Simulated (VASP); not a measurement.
# Re (P6_3/mmc) in VASP: notebook

The runs below take Re through electric field gradients, with LDA.

Program: VASP 6.6.1. These are calculated values, not measurements. Logs are shortened: lines on timing, memory, paths and dates and some standing lists are left out, and cuts for length are marked.

### 1 The cell of the first run

It takes space group P6_3/mmc (No. 194, hexagonal). Conventional cell: a = 2.568 Å, b = 2.568 Å, c = 4.106 Å, α = 90.00°, β = 90.00°, γ = 120.00°. Within 3.3 Å of Re (site symmetry -6m2) lie 12 Re at 2.53 to 2.57 Å.

### 2 Electric field gradients, LDA (volume scaled by 0.96)

File INCAR:

```
SYSTEM = Re
PREC = Accurate ; ENCUT = 520
EDIFF = 1E-8 ; ISMEAR = -1
SIGMA = 0.05 ; LREAL = .FALSE.
LASPH = .TRUE. ; NELM = 80
ALGO = Normal ; ISIF = 2
LWAVE = .FALSE. ; LCHARG = .FALSE.
GGA = CA ; LEFG = .TRUE.
NBANDS = 14
```

File KPOINTS:

```
Automatic mesh
0
G
  14 14 8
  0 0 0
```

File POSCAR:

```
Re
1.0
    2.5677224212      0.0000000000      0.0000000000
   -1.2838612106      2.2237128466      0.0000000000
    0.0000000000      0.0000000000      4.1057498614
Re
2
Direct
    0.3333333333      0.6666666667      0.2500000000
    0.6666666667      0.3333333333      0.7500000000
```

Potentials or basis: VASP PAW LDA potentials, release 64 (Re).

On the command line:

```sh
> cat potpaw_LDA.64/Re/POTCAR > POTCAR
> mpirun -np 1 vasp_std > vasp.out
```

OUTCAR:

```text
SYSTEM = Re
   PREC = Accurate
   ENCUT = 520
   EDIFF = 1E-8
   ISMEAR = -1
   LREAL = .FALSE.
   LASPH = .TRUE.
   NELM = 80
   ISIF = 2
   GGA = CA

 ion  position               nearest neighbor table
   1  0.333  0.667  0.250-   2 2.53   2 2.53   2 2.53   2 2.53   2 2.53   2 2.53
   2  0.667  0.333  0.750-   1 2.53   1 2.53   1 2.53   1 2.53   1 2.53   1 2.53

  LATTYP: Found a hexagonal cell.
 ALAT       =     2.5677224212
 C/A-ratio  =     1.5989850879

  Lattice vectors:

 A1 = (   2.5677224212,   0.0000000000,   0.0000000000)
 A2 = (  -1.2838612106,   2.2237128466,   0.0000000000)
 A3 = (   0.0000000000,   0.0000000000,   4.1057498614)

Analysis of symmetry for initial positions (statically):
=====================================================================
 Subroutine PRICEL returns:
 Original cell was already a primitive cell.

 Routine SETGRP: Setting up the symmetry group for a
 hexagonal supercell.

 Subroutine GETGRP returns: Found 24 space group operations
 (whereof 12 operations were pure point group operations)
 out of a pool of 24 trial point group operations.

The static configuration has the point symmetry D_3d.
 The point group associated with its full space group is D_6h.

Analysis of symmetry for dynamics (positions and initial velocities):
=====================================================================
 Subroutine PRICEL returns:
 Original cell was already a primitive cell.

 Routine SETGRP: Setting up the symmetry group for a
 hexagonal supercell.

 Subroutine GETGRP returns: Found 24 space group operations
 (whereof 12 operations were pure point group operations)
 out of a pool of 24 trial point group operations.

The dynamic configuration has the point symmetry D_3d.
 The point group associated with its full space group is D_6h.

 Subroutine INISYM returns: Found 24 space group operations
 (whereof 12 operations are pure point group operations),
 and found     1 'primitive' translations

----------------------------------------------------------------------------------------

                                     Primitive cell

  volume of cell :      23.4433

  direct lattice vectors                    reciprocal lattice vectors
     2.567722421  0.000000000  0.000000000     0.389450196  0.224849175  0.000000000
    -1.283861211  2.223712847  0.000000000     0.000000000  0.449698351  0.000000000
     0.000000000  0.000000000  4.105749861     0.000000000  0.000000000  0.243560868

  length of vectors
     2.567722421  2.567722421  4.105749861     0.449698351  0.449698351  0.243560868

  position of ions in fractional coordinates (direct lattice)
     0.333333333  0.666666667  0.250000000
     0.666666667  0.333333333  0.750000000

  ion indices of the primitive-cell ions
   primitive index   ion index
                 1           1
                 2           2

----------------------------------------------------------------------------------------

 KPOINTS: Automatic mesh

Automatic generation of k-mesh.
 Grid dimensions read from file:
 generate k-points for:   14   14    8

 Generating k-lattice:

  Cartesian coordinates                     Fractional coordinates (reciprocal lattice)
     0.027817871  0.016060655  0.000000000     0.071428571  0.000000000  0.000000000
     0.000000000  0.032121311  0.000000000     0.000000000  0.071428571  0.000000000
     0.000000000  0.000000000  0.030445108     0.000000000  0.000000000  0.125000000

  Length of vectors
     0.032121311  0.032121311  0.030445108

  Shift w.r.t. Gamma in fractional coordinates (k-lattice)
     0.000000000  0.000000000  0.000000000

 Subroutine IBZKPT returns following result:
 ===========================================

 Found    120 irreducible k-points:

 Following reciprocal coordinates:
            Coordinates               Weight
  0.000000  0.000000  0.000000      1.000000
  0.071429  0.000000  0.000000      6.000000
  0.142857  0.000000  0.000000      6.000000
  0.214286  0.000000  0.000000      6.000000
  0.285714  0.000000  0.000000      6.000000
  0.357143  0.000000  0.000000      6.000000
[... 16 lines left out ...]
  0.285714  0.285714  0.000000      6.000000
  0.357143  0.285714  0.000000      6.000000
 [... further k-points ...]
   k-points           NKPTS =    120   k-points in BZ     NKDIM =    120   number of bands    NBANDS=     14
   number of dos      NEDOS =    301   number of ions     NIONS =      2
   total plane-waves  NPLWV =  12800
   dimension x,y,z NGX =    20 NGY =   20 NGZ =   32
   dimension x,y,z NGXF=    40 NGYF=   40 NGZF=   64
   ions per type =               2
   NGX,Y,Z   is equivalent  to a cutoff of  12.95, 12.95, 12.96 a.u.
   NGXF,Y,Z  is equivalent  to a cutoff of  25.90, 25.90, 25.91 a.u.
 SYSTEM =  Re
   PREC   = accura    normal or accurate (medium, high low for compatibility)
   ISTART =      0    job   : 0-new  1-cont  2-samecut
   ICHARG =      2    charge: 1-file 2-atom 10-const
   ISPIN  =      1    spin polarized calculation?
   LNONCOLLINEAR =      F non collinear calculations
   LSORBIT =      F    spin-orbit coupling
   LASPH  =      T    aspherical Exc in radial PAW
   ENCUT  =  520.0 eV  38.22 Ry    6.18 a.u.   4.77  4.77  7.63*2*pi/ulx,y,z
   NELM   =     80;   NELMIN=  2; NELMDL= -5     # of ELM steps
   EDIFF  = 0.1E-07   stopping-criterion for ELM
   LREAL  =      F    real-space projection
   EDIFFG = 0.1E-06   stopping-criterion for IOM
   NSW    =      0    number of steps for IOM
   IBRION =     -1    ionic relax: 0-MD 1-quasi-New 2-CG
   NFREE  =      0    steps in history (QN), initial steepest desc. (CG)
   ISIF   =      2    stress and relaxation
   ISYM   =      2    0-nonsym 1-usesym 2-fastsym
   POTIM  = 0.5000    time-step for ionic-motion
   TEBEG  =    0.0;   TEEND  =   0.0 temperature during run
   PSTRESS=    0.0 pullay stress
   NELECT =      14.0000    total number of electrons
   NUPDOWN=      -1.0000    fix difference up-down
   EMIN   =  10.00;   EMAX   =-10.00  energy-range for DOS
   EFERMI =   0.00;   METHOD = LEGACY
   ISMEAR =    -1;   SIGMA  =   0.05  broadening in eV -4-tet -1-fermi 0-gaus
   EFERMI_NEDOS =   21; number of points for ismear=-14 and -15
   IALGO  =     38    algorithm
   IMIX   =      4    mixing-type and parameters
     AMIX     =   0.40;   BMIX     =  1.00
     AMIX_MAG =   1.60;   BMIX_MAG =  1.00
  volume/ion in A,a.u.               =      11.72        79.10
  Fermi-wavevector in a.u.,A,eV,Ry     =   1.378620  2.605213 25.859121  1.900592
  Thomas-Fermi vector in A             =   2.503664
   LORBIT       =      0    0 simple, 1 ext, 2 COOP (PROOUT), +10 PAW based schemes
   GGA     = CA    functional components
   LHFCALC =     F    Hartree Fock is set to
   AEXX    =    0.0000 exact exchange contribution
   IVDW    =     0    specifies the selected vdW correction
   LEPSILON=     F    determine dielectric tensor
   LRPA    =     F    only Hartree local field effects (RPA)
 non-spin polarized calculation
  energy-cutoff  :      520.00
  volume of cell :       23.44
 maximum number of plane-waves:       656
 NGX is ok and might be reduce to    20
   NGX =  9   NGY =  9   NGZ = 15

 number of electron      13.9999999 magnetization

 Free energy of the ion-electron system (eV)
  ---------------------------------------------------
  ext. energy  EPLUGINS =         0.00000000
  ---------------------------------------------------
  free energy    TOTEN  =       -25.69804486 eV

  energy without entropy =      -25.68674652  energy(sigma->0) =      -25.69239569

 E-fermi :  11.0176     XC(G=0): -15.0963

 val. band max:       11.0014405579   @ k =   0.0714   0.0000   0.1250
 cond. band min:      11.0293498940   @ k =   0.3571   0.2857   0.5000
 fundamental gap:      0.0279093362
 Fermi energy:        11.0176017439

 k-point     1 :       0.0000    0.0000    0.0000
  band No.  band energies     occupation
      1      -0.3020      2.00000
      2       2.5167      2.00000
      3       8.6152      2.00000
      4       8.6152      2.00000
      5       8.8385      2.00000
      6       9.8595      2.00000
      7       9.8595      2.00000
      8      10.9962      1.21057
      9      10.9962      1.21057
     10      12.7270      0.00000
     11      15.4653      0.00000
     12      15.4653      0.00000
     13      24.2995      0.00000
     14      25.3192      0.00000

 k-point     2 :       0.0714    0.0000    0.0000
  band No.  band energies     occupation
      1      -0.0254      2.00000
      2       2.7738      2.00000
      3       7.9992      2.00000
      4       8.8735      2.00000
      5       9.3534      2.00000
      6       9.6631      2.00000
      7      10.1076      2.00000
      8      10.5346      1.99987
      9      10.7622      1.98798
     10      11.8046      0.00000
     11      15.6530      0.00000
     12      16.8382      0.00000
     13      24.4405      0.00000
     14      25.9632      0.00000

 k-point     3 :       0.1429    0.0000    0.0000
  band No.  band energies     occupation
      1       0.7474      2.00000
      2       3.4335      2.00000
      3       7.2317      2.00000
      4       9.0133      2.00000
      5       9.1198      2.00000
      6       9.6343      2.00000
      7      10.1307      2.00000
      8      10.2008      2.00000
      9      10.8347      1.94971
     10      11.0682      0.53304
     11      16.0757      0.00000
     12      19.1077      0.00000
     13      24.5543      0.00000
     14      27.7110      0.00000
[... 324 lines left out ...]
 k-point    23 :       0.2857    0.2857    0.0000
  band No.  band energies     occupation
      1       3.7790      2.00000
      2       5.4696      2.00000
      3       5.9544      2.00000
      4       6.7468      2.00000
      5       7.8309      2.00000
      6       8.8709      2.00000
      7      10.6796      1.99768
      8      14.1851      0.00000
      9      16.0522      0.00000
     10      16.0536      0.00000
     11      19.7565      0.00000
     12      20.4223      0.00000
     13      22.1202      0.00000
     14      27.3398      0.00000

 k-point    24 :       0.3571    0.2857    0.0000
  band No.  band energies     occupation
      1       3.6546      2.00000
      2       5.7824      2.00000
      3       5.8815      2.00000
      4       7.0050      2.00000
      5       8.0343      2.00000
      6       8.5115      2.00000
      7      10.9883      1.28502
      8      14.8799      0.00000
      9      15.5839      0.00000
     10      15.9766      0.00000
     11      19.5660      0.00000
     12      19.7271      0.00000
     13      21.8355      0.00000
     14      29.0383      0.00000

 [... further k-points ...]
[... 5 lines left out ...]
  --------------------------------------------------------------------------------------
  -------------------------------------------------------------------------------------
  Total       18.9253914     18.9253914     20.0026841      0.0000000     -0.0000000      0.0000000
  in kB     1293.4099194   1293.4099194   1367.0348724      0.0000000     -0.0000000      0.0000000
  external PRESSURE =    1317.9515704 kB  Pullay stress =       0.0000000 kB

 VOLUME and BASIS-vectors are now :
 -----------------------------------------------------------------------------
  energy-cutoff  :      520.00
  volume of cell :       23.44
      direct lattice vectors                 reciprocal lattice vectors
     2.567722421  0.000000000  0.000000000     0.389450196  0.224849175  0.000000000
    -1.283861211  2.223712847  0.000000000     0.000000000  0.449698351  0.000000000
     0.000000000  0.000000000  4.105749861     0.000000000  0.000000000  0.243560868

 POSITION                                       TOTAL-FORCE (eV/Angst)
 -----------------------------------------------------------------------------------
     -0.00000      1.48248      1.02644         0.000000     -0.000000      0.000000
      1.28386      0.74124      3.07931        -0.000000      0.000000      0.000000
 -----------------------------------------------------------------------------------
    total drift:                                0.000000     -0.000000     -0.000000

  FREE ENERGIE OF THE ION-ELECTRON SYSTEM (eV)
  ---------------------------------------------------
  free  energy   TOTEN  =       -25.6980448634 eV

  energy  without entropy=      -25.6867465230  energy(sigma->0) =      -25.69239569

 Electric field gradients (V/A^2)
---------------------------------------------------------------------
 ion       V_xx      V_yy      V_zz      V_xy      V_xz      V_yz
---------------------------------------------------------------------
   1      51.848    51.848  -103.697     0.000     0.000    -0.000
   2      51.848    51.848  -103.697     0.000    -0.000     0.000
---------------------------------------------------------------------

 Electric field gradients after diagonalization (V/A^2)
 (convention: |V_zz| > |V_xx| > |V_yy|)
----------------------------------------------------------------------
 ion       V_xx      V_yy      V_zz     asymmetry (V_yy - V_xx)/ V_zz
----------------------------------------------------------------------
   1      51.848    51.848  -103.697       0.000
   2      51.848    51.848  -103.697       0.000
----------------------------------------------------------------------

           NMR quadrupolar parameters

 Cq : quadrupolar parameter    Cq=e*Q*V_zz/h
 eta: asymmetry parameters     (V_yy - V_xx)/ V_zz
 Q  : nuclear electric quadrupole moment in mb (millibarn)
----------------------------------------------------------------------
 ion       Cq(MHz)       eta       Q (mb)
----------------------------------------------------------------------
   1      -0.251       0.000       1.000
   2      -0.251       0.000       1.000
----------------------------------------------------------------------
```

Run time: 29 s. Hardware: 1 thread of Intel Xeon Platinum 8259CL at 2.50GHz (Skylake/Cascade Lake), shared host; peak memory 0.15 GiB.

Results:

```yaml
Free_energy: -25.6980 eV
Pressure: 131.8 GPa
Band_gap_on_the_k_mesh: zero (band 7 reaches 13.12 eV, above the bottom of band 8 at 8.42 eV)
```

Electric field gradients, principal values (V/Å²):
| atom | least | middle | greatest (by size) |
| --- | --- | --- | --- |
| 1 Re | 51.848 | 51.848 | -103.697 |
| 2 Re | 51.848 | 51.848 | -103.697 |

Caveat: without QUAD_EFG the Cq values of the log hold for a quadrupole moment of 1 mb, not for the nuclei; spin-orbit coupling is left out, which moves the levels of the heavy elements.

### 3 Electric field gradients, LDA (volume scaled by 0.98)

File INCAR:

```
PREC = Accurate
ENCUT = 520
EDIFF = 1E-8
ISMEAR = -1
SIGMA = 0.05
LREAL = F
LASPH = T
NELM = 60
ALGO = Normal
ISIF = 2
LWAVE = F
LCHARG = F
LEFG = T
NBANDS = 14
```

File KPOINTS:

```
Automatic mesh
0
Gamma
  14 14 8
```

File POSCAR:

```
Re
1.0
    2.5854314113      0.0000000000      0.0000000000
   -1.2927157057      2.2390492819      0.0000000000
    0.0000000000      0.0000000000      4.1340662724
Re
2
Direct
    0.3333333333      0.6666666667      0.2500000000
    0.6666666667      0.3333333333      0.7500000000
```

Potentials or basis: VASP PAW LDA potentials, release 64 (Re).

On the command line:

```sh
> cat potpaw_LDA.64/Re/POTCAR > POTCAR
> mpirun -np 1 vasp_std > vasp.out
```

OUTCAR:

```text
PREC = Accurate
   ENCUT = 520
   EDIFF = 1E-8
   ISMEAR = -1
   LREAL = F
   LASPH = T
   NELM = 60
   ISIF = 2

 ion  position               nearest neighbor table
   1  0.333  0.667  0.250-   2 2.55   2 2.55   2 2.55   2 2.55   2 2.55   2 2.55
   2  0.667  0.333  0.750-   1 2.55   1 2.55   1 2.55   1 2.55   1 2.55   1 2.55

  LATTYP: Found a hexagonal cell.
 ALAT       =     2.5854314113
 C/A-ratio  =     1.5989850879

  Lattice vectors:

 A1 = (   2.5854314113,   0.0000000000,   0.0000000000)
 A2 = (  -1.2927157057,   2.2390492819,   0.0000000000)
 A3 = (   0.0000000000,   0.0000000000,   4.1340662724)

Analysis of symmetry for initial positions (statically):
=====================================================================
 Subroutine PRICEL returns:
 Original cell was already a primitive cell.

 Routine SETGRP: Setting up the symmetry group for a
 hexagonal supercell.
[... 598 lines left out ...]
  energy-cutoff  :      520.00
  volume of cell :       23.93
      direct lattice vectors                 reciprocal lattice vectors
     2.585431411  0.000000000  0.000000000     0.386782645  0.223309064  0.000000000
    -1.292715706  2.239049282  0.000000000     0.000000000  0.446618129  0.000000000
     0.000000000  0.000000000  4.134066272     0.000000000  0.000000000  0.241892591

 POSITION                                       TOTAL-FORCE (eV/Angst)
 -----------------------------------------------------------------------------------
     -0.00000      1.49270      1.03352        -0.000000      0.000000      0.000000
      1.29272      0.74635      3.10055         0.000000     -0.000000      0.000000
 -----------------------------------------------------------------------------------
    total drift:                               -0.000000      0.000000     -0.000000

  FREE ENERGIE OF THE ION-ELECTRON SYSTEM (eV)
  ---------------------------------------------------
  free  energy   TOTEN  =       -26.0717679479 eV

  energy  without entropy=      -26.0608112248  energy(sigma->0) =      -26.06628959

 Electric field gradients (V/A^2)
---------------------------------------------------------------------
 ion       V_xx      V_yy      V_zz      V_xy      V_xz      V_yz
---------------------------------------------------------------------
   1      51.426    51.427  -102.853     0.000     0.000    -0.000
   2      51.426    51.427  -102.853     0.000    -0.000     0.000
---------------------------------------------------------------------

 Electric field gradients after diagonalization (V/A^2)
 (convention: |V_zz| > |V_xx| > |V_yy|)
----------------------------------------------------------------------
 ion       V_xx      V_yy      V_zz     asymmetry (V_yy - V_xx)/ V_zz
----------------------------------------------------------------------
   1      51.427    51.426  -102.853       0.000
   2      51.427    51.426  -102.853       0.000
----------------------------------------------------------------------

           NMR quadrupolar parameters

 Cq : quadrupolar parameter    Cq=e*Q*V_zz/h
 eta: asymmetry parameters     (V_yy - V_xx)/ V_zz
 Q  : nuclear electric quadrupole moment in mb (millibarn)
----------------------------------------------------------------------
 ion       Cq(MHz)       eta       Q (mb)
----------------------------------------------------------------------
   1      -0.249       0.000       1.000
   2      -0.249       0.000       1.000
----------------------------------------------------------------------
```

stdout:

```text
POSCAR found type information on POSCAR Re
 POSCAR found :  1 types and       2 ions
 scaLAPACK will be used
 LDA part: xc-table for (Slater(with rela. corr.)+CA(PZ))
 , standard interpolation
 POSCAR, INCAR and KPOINTS ok, starting setup
 FFT: planning ... GRIDC
 FFT: planning ... GRID_SOFT
 FFT: planning ... GRID
 WAVECAR not read
 entering main loop
ion   1

ion   2
```

It took 30 s on 1 thread of Intel Xeon Platinum 8259CL at 2.50GHz (Skylake/Cascade Lake), shared host; peak memory 0.15 GiB.

Results:

```yaml
Free_energy: -26.0718 eV
Pressure: 113.5 GPa
Band_gap_on_the_k_mesh: zero (band 7 reaches 12.69 eV, above the bottom of band 8 at 8.20 eV)
```

Electric field gradients, principal values (V/Å²):
| atom | least | middle | greatest (by size) |
| --- | --- | --- | --- |
| 1 Re | 51.426 | 51.427 | -102.853 |
| 2 Re | 51.426 | 51.427 | -102.853 |

Caveat: without QUAD_EFG the Cq values of the log hold for a quadrupole moment of 1 mb, not for the nuclei; spin-orbit coupling is left out, which moves the levels of the heavy elements.
